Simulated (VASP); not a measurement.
# Cr in VASP: single point with PBE

Aim: the single point of Cr with PBE.

Program: VASP 6.6.1. These are calculated values, not measurements. Logs are shortened: lines on timing, memory, paths and dates and some standing lists are left out, and cuts for length are marked.

## Step 1: The cell of the first run

The cell holds a slab with vacuum, 7 atoms: a = 2.466 Å, b = 2.466 Å, c = 27.082 Å, α = 90.00°, β = 90.00°, γ = 109.47°.

## Step 2: Single point, PBE

The input, INCAR:

```
PREC = Accurate
ENCUT = 520
EDIFF = 1E-7
ISMEAR = 0
SIGMA = 0.1
LREAL = F
LASPH = T
NELM = 100
ALGO = Normal
ISIF = 2
LWAVE = F
LCHARG = F
LDIPOL = T
IDIPOL = 3
DIPOL = 0.5 0.5 0.500
GGA = PE
NBANDS = 51
```

The input, KPOINTS:

```
regular mesh
0
Gamma
  15 15 1
```

The input, POSCAR:

```
Cr
1.0
    2.4662931341      0.0000000000      0.0000000000
   -0.8220977114      2.3252434660      0.0000000000
    0.0000000000      0.0000000000     27.0823194693
Cr
7
Direct
    0.5000000000      0.5000000000      0.2797880704
    0.0000000000      0.0000000000      0.3509093868
    0.5000000000      0.5000000000      0.4256679555
    0.0000000000      0.0000000000      0.4999999885
    0.5000000000      0.5000000000      0.5743320262
    0.0000000000      0.0000000000      0.6490906236
    0.5000000000      0.5000000000      0.7202119490
```

Potentials or basis: VASP PAW PBE potentials, release 64 (Cr_pv).

Command:

```sh
$ cat potpaw_PBE.64/Cr_pv/POTCAR > POTCAR
$ mpirun -np 1 vasp_std > vasp.out
```

OUTCAR:

```text
PREC = Accurate
   ENCUT = 520
   EDIFF = 1E-7
   ISMEAR = 0
   LREAL = F
   LASPH = T
   NELM = 100
   ISIF = 2
   GGA = PE

 ion  position               nearest neighbor table
   1  0.500  0.500  0.280-   2 2.40   2 2.40   2 2.79   2 2.79
   2  0.000  0.000  0.351-   1 2.40   1 2.40   3 2.48   3 2.48   1 2.79   1 2.79   3 2.86   3 2.86

   3  0.500  0.500  0.426-   4 2.47   4 2.47   2 2.48   2 2.48   4 2.85   4 2.85   2 2.86   2 2.86

   4  0.000  0.000  0.500-   3 2.47   3 2.47   5 2.47   5 2.47   3 2.85   3 2.85   5 2.85   5 2.85

   5  0.500  0.500  0.574-   4 2.47   4 2.47   6 2.48   6 2.48   4 2.85   4 2.85   6 2.86   6 2.86

   6  0.000  0.000  0.649-   7 2.40   7 2.40   5 2.48   5 2.48   7 2.79   7 2.79   5 2.86   5 2.86

   7  0.500  0.500  0.720-   6 2.40   6 2.40   6 2.79   6 2.79

  LATTYP: Found a base centered orthorhombic cell.
 ALAT       =     2.8478300097
 B/A-ratio  =     1.4142135624
 C/A-ratio  =     9.5098090044

  Lattice vectors:

 A1 = (   2.4662931341,   0.0000000000,   0.0000000000)
 A2 = (  -0.8220977114,   2.3252434660,   0.0000000000)
 A3 = (   0.0000000000,   0.0000000000,  27.0823194693)

Analysis of symmetry for initial positions (statically):
=====================================================================
 Subroutine PRICEL returns:
 Original cell was already a primitive cell.

 Routine SETGRP: Setting up the symmetry group for a
 base centered orthorhombic supercell.

 Subroutine GETGRP returns: Found  8 space group operations
 (whereof  8 operations were pure point group operations)
 out of a pool of  8 trial point group operations.

The static configuration has the point symmetry D_2h.

Analysis of symmetry for dynamics (positions and initial velocities):
=====================================================================
 Subroutine PRICEL returns:
 Original cell was already a primitive cell.

 Routine SETGRP: Setting up the symmetry group for a
 base centered orthorhombic supercell.

 Subroutine GETGRP returns: Found  8 space group operations
 (whereof  8 operations were pure point group operations)
 out of a pool of  8 trial point group operations.

The dynamic configuration has the point symmetry D_2h.

 Subroutine INISYM returns: Found  8 space group operations
 (whereof  8 operations are pure point group operations),
 and found     1 'primitive' translations

----------------------------------------------------------------------------------------

                                     Primitive cell

  volume of cell :     155.3098

  direct lattice vectors                    reciprocal lattice vectors
     2.466293134  0.000000000  0.000000000     0.405466806  0.143354164  0.000000000
    -0.822097711  2.325243466  0.000000000     0.000000000  0.430062492  0.000000000
     0.000000000  0.000000000 27.082319469     0.000000000  0.000000000  0.036924459

  length of vectors
     2.466293134  2.466293134 27.082319469     0.430062492  0.430062492  0.036924459

  position of ions in fractional coordinates (direct lattice)
     0.500000000  0.500000000  0.279788070
     0.000000000  0.000000000  0.350909387
     0.500000000  0.500000000  0.425667956
     0.000000000  0.000000000  0.499999989
     0.500000000  0.500000000  0.574332026
     0.000000000  0.000000000  0.649090624
     0.500000000  0.500000000  0.720211949

  ion indices of the primitive-cell ions
   primitive index   ion index
                 1           1
                 2           2
                 3           3
                 4           4
                 5           5
                 6           6
                 7           7

----------------------------------------------------------------------------------------

 KPOINTS: regular mesh

Automatic generation of k-mesh.
 Grid dimensions read from file:
 generate k-points for:   15   15    1

 Generating k-lattice:

  Cartesian coordinates                     Fractional coordinates (reciprocal lattice)
     0.027031120  0.009556944  0.000000000     0.066666667  0.000000000  0.000000000
     0.000000000  0.028670833  0.000000000     0.000000000  0.066666667  0.000000000
     0.000000000  0.000000000  0.036924459     0.000000000  0.000000000  1.000000000

  Length of vectors
     0.028670833  0.028670833  0.036924459

  Shift w.r.t. Gamma in fractional coordinates (k-lattice)
     0.000000000  0.000000000  0.000000000

 Subroutine IBZKPT returns following result:
 ===========================================

 Found     64 irreducible k-points:

 Following reciprocal coordinates:
            Coordinates               Weight
  0.000000  0.000000  0.000000      1.000000
  0.066667 -0.000000  0.000000      4.000000
  0.133333  0.000000  0.000000      4.000000
  0.200000  0.000000  0.000000      4.000000
  0.266667  0.000000  0.000000      4.000000
  0.333333 -0.000000  0.000000      4.000000
[... 16 lines left out ...]
  0.133333  0.133333  0.000000      2.000000
  0.200000  0.133333  0.000000      4.000000
 [... further k-points ...]
   k-points           NKPTS =     64   k-points in BZ     NKDIM =     64   number of bands    NBANDS=     51
   number of dos      NEDOS =    301   number of ions     NIONS =      7
   total plane-waves  NPLWV =  68040
   dimension x,y,z NGX =    18 NGY =   18 NGZ =  210
   dimension x,y,z NGXF=    36 NGYF=   36 NGZF=  420
   ions per type =               7
   NGX,Y,Z   is equivalent  to a cutoff of  12.13, 12.13, 12.89 a.u.
   NGXF,Y,Z  is equivalent  to a cutoff of  24.27, 24.27, 25.78 a.u.
 SYSTEM =  unknown system
   PREC   = accura    normal or accurate (medium, high low for compatibility)
   ISTART =      0    job   : 0-new  1-cont  2-samecut
   ICHARG =      2    charge: 1-file 2-atom 10-const
   ISPIN  =      1    spin polarized calculation?
   LNONCOLLINEAR =      F non collinear calculations
   LSORBIT =      F    spin-orbit coupling
   LASPH  =      T    aspherical Exc in radial PAW
   ENCUT  =  520.0 eV  38.22 Ry    6.18 a.u.   4.59  4.59 50.36*2*pi/ulx,y,z
   NELM   =    100;   NELMIN=  2; NELMDL= -5     # of ELM steps
   EDIFF  = 0.1E-06   stopping-criterion for ELM
   LREAL  =      F    real-space projection
   EDIFFG = 0.1E-05   stopping-criterion for IOM
   NSW    =      0    number of steps for IOM
   IBRION =     -1    ionic relax: 0-MD 1-quasi-New 2-CG
   NFREE  =      0    steps in history (QN), initial steepest desc. (CG)
   ISIF   =      2    stress and relaxation
   ISYM   =      2    0-nonsym 1-usesym 2-fastsym
   POTIM  = 0.5000    time-step for ionic-motion
   TEBEG  =    0.0;   TEEND  =   0.0 temperature during run
   PSTRESS=    0.0 pullay stress
   NELECT =      84.0000    total number of electrons
   NUPDOWN=      -1.0000    fix difference up-down
   EMIN   =  10.00;   EMAX   =-10.00  energy-range for DOS
   EFERMI =   0.00;   METHOD = LEGACY
   ISMEAR =     0;   SIGMA  =   0.10  broadening in eV -4-tet -1-fermi 0-gaus
   EFERMI_NEDOS =   21; number of points for ismear=-14 and -15
   IALGO  =     38    algorithm
   IMIX   =      4    mixing-type and parameters
     AMIX     =   0.40;   BMIX     =  1.00
     AMIX_MAG =   1.60;   BMIX_MAG =  1.00
  volume/ion in A,a.u.               =      22.19       149.73
  Fermi-wavevector in a.u.,A,eV,Ry     =   1.333833  2.520580 24.206283  1.779112
  Thomas-Fermi vector in A             =   2.462661
   LORBIT       =      0    0 simple, 1 ext, 2 COOP (PROOUT), +10 PAW based schemes
   GGA     = PE    functional components
   LHFCALC =     F    Hartree Fock is set to
   AEXX    =    0.0000 exact exchange contribution
   IVDW    =     0    specifies the selected vdW correction
   LEPSILON=     F    determine dielectric tensor
   LRPA    =     F    only Hartree local field effects (RPA)
 non-spin polarized calculation
 Gauss-broadening in eV      SIGMA  =   0.10
  energy-cutoff  :      520.00
  volume of cell :      155.31
 maximum number of plane-waves:      4259
   NGX =  9   NGY =  9   NGZ =101

 dipolmoment           0.000000      0.000000     -0.000000 electrons x Angstroem

 number of electron      83.9999990 magnetization

 dipolmoment           0.000000      0.000000      0.000000 electrons x Angstroem

 Free energy of the ion-electron system (eV)
  ---------------------------------------------------
  ext. energy  EPLUGINS =         0.00000000
  ---------------------------------------------------
  free energy    TOTEN  =       -64.30332306 eV

  energy without entropy =      -64.27132086  energy(sigma->0) =      -64.28732196

 E-fermi :   3.5197     XC(G=0):  -7.8779

 val. band max:        3.5128122688   @ k =  -0.0667   0.0667   0.0000
 cond. band min:       3.5233239314   @ k =  -0.3333   0.2667   0.0000
 fundamental gap:      0.0105116626
 Fermi energy:         3.5196874118

 k-point     1 :       0.0000    0.0000    0.0000
  band No.  band energies     occupation
      1     -40.0939      2.00000
      2     -40.0090      2.00000
      3     -39.8584      2.00000
      4     -39.6328      2.00000
      5     -39.4945      2.00000
      6     -39.4716      2.00000
[... 43 lines left out ...]
     50       4.5658      0.00000
     51       4.6143      0.00000

 k-point     2 :       0.0667   -0.0000    0.0000
  band No.  band energies     occupation
      1     -40.0819      2.00000
      2     -40.0011      2.00000
      3     -39.8587      2.00000
      4     -39.6487      2.00000
      5     -39.5036      2.00000
      6     -39.4941      2.00000
[... 43 lines left out ...]
     50       4.4488      0.00000
     51       4.5517      0.00000

 k-point     3 :       0.1333    0.0000    0.0000
  band No.  band energies     occupation
      1     -40.0470      2.00000
      2     -39.9797      2.00000
      3     -39.8629      2.00000
      4     -39.6966      2.00000
      5     -39.5621      2.00000
      6     -39.5380      2.00000
[... 1123 lines left out ...]
     50       4.7155      0.00000
     51       4.7467      0.00000

 k-point    24 :       0.2000    0.1333    0.0000
  band No.  band energies     occupation
      1     -39.9215      2.00000
      2     -39.9165      2.00000
      3     -39.8874      2.00000
      4     -39.8613      2.00000
      5     -39.7698      2.00000
      6     -39.6535      2.00000
[... 43 lines left out ...]
     50       4.8067      0.00000
     51       4.8765      0.00000

 [... further k-points ...]

------------------------ aborting loop because EDIFF is reached ----------------------------------------

 vacuum level on the upper side and lower side of the slab       (xc-potential included)        -0.107        -0.107

  FORCE on cell =-STRESS in cart. coord.  units (eV):
  Direction    XX          YY          ZZ          XY          YZ          ZX
  --------------------------------------------------------------------------------------
  -------------------------------------------------------------------------------------
  Total       -2.0925013     -2.0992054     -0.2055342     -0.0094809      0.0000000      0.0000000
  in kB      -21.5862569    -21.6554156     -2.1202921     -0.0978052      0.0000000      0.0000000
  external PRESSURE =     -15.1206549 kB  Pullay stress =       0.0000000 kB

 VOLUME and BASIS-vectors are now :
 -----------------------------------------------------------------------------
  energy-cutoff  :      520.00
  volume of cell :      155.31
      direct lattice vectors                 reciprocal lattice vectors
     2.466293134  0.000000000  0.000000000     0.405466806  0.143354164  0.000000000
    -0.822097711  2.325243466  0.000000000     0.000000000  0.430062492  0.000000000
     0.000000000  0.000000000 27.082319469     0.000000000  0.000000000  0.036924459

 POSITION                                       TOTAL-FORCE (eV/Angst)
 -----------------------------------------------------------------------------------
      0.82210      1.16262      7.57731        -0.000000      0.000000     -0.000838
      0.00000      0.00000      9.50344        -0.000000     -0.000000      0.021399
      0.82210      1.16262     11.52808        -0.000000      0.000000     -0.002567
      0.00000      0.00000     13.54116        -0.000000      0.000000     -0.000000
      0.82210      1.16262     15.55424        -0.000000     -0.000000      0.002567
      0.00000      0.00000     17.57888         0.000000      0.000000     -0.021399
      0.82210      1.16262     19.50501        -0.000000     -0.000000      0.000838
 -----------------------------------------------------------------------------------
    total drift:                               -0.000000     -0.000000      0.000004

  FREE ENERGIE OF THE ION-ELECTRON SYSTEM (eV)
  ---------------------------------------------------
  free  energy   TOTEN  =       -64.3033230630 eV

  energy  without entropy=      -64.2713208554  energy(sigma->0) =      -64.28732196

 vacuum level on the upper side and lower side of the slab         8.216         8.218
```

It took 13 min on 1 thread of Intel Xeon Platinum 8559C (Emerald Rapids), shared host; peak memory 0.47 GiB.

What came out:

```yaml
Free_energy: -64.3033 eV
Largest_force: 0.021 eV/Å
Band_gap_on_the_k_mesh: zero (band 42 reaches 4.42 eV, above the bottom of band 43 at 2.94 eV)
```

Forces on the atoms (eV/Å):
```
Cr   0.000  0.000 -0.001
Cr   0.000  0.000  0.021
Cr   0.000  0.000 -0.003
Cr   0.000  0.000  0.000
Cr   0.000  0.000  0.003
Cr   0.000  0.000 -0.021
Cr   0.000  0.000  0.001
```

Levels at points of the mesh, in eV from the Fermi level:
```
           k point  band 39  band 40  band 41  band 42  band 43  band 44  band 45  band 46
(0.00, 0.00, 0.00)    -0.89    -0.89    -0.82    -0.53    -0.38     0.04     0.49     0.83
```

Caveat: the run has no spin polarisation, though such a crystal can be magnetic. Spin polarisation is off, so any magnetic state and its effect on volume and gap are missing.
